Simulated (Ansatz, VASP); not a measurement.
**One calculation of HfB2, two programs**

```
Hf B
1.0
     3.14000    0.00000    0.00000
    -1.57000    2.71932    0.00000
     0.00000    0.00000    3.48000
Hf B
1 2
Direct
  0.00000 0.00000 0.00000
  0.33333 0.66667 0.50000
  0.66667 0.33333 0.50000
```

Alike in both runs: task single point; functional r2SCAN; k mesh 3 × 3 × 2; no spin polarisation.

```csv
,VASP,Ansatz
version,VASP 6.6.1,Ansatz 0.2.0
potentials or method,"VASP PAW PBE potentials, release 64 (Hf_pv, B)","plane waves, PAW"
plane-wave cutoff (eV),520,500
occupations,"methfessel-paxton of order 1, width 0.1 eV",cold
valence electrons in the cell,16,32
```

```csv
,VASP,Ansatz,Ansatz less VASP
pressure (GPa),-2.3,-1.6,+0.66
"traceless stress, the component that is largest in VASP (GPa)",-4.00,-3.97,+0.032
```

VASP's potentials were made for PBE, not for r2SCAN. VASP's potentials hold 16 valence electrons a cell and Ansatz's 32, so a difference there can come from the potentials and not from the codes.

The k mesh is coarse, so the values compare programs but aren't converged. Spin-orbit coupling is off throughout.
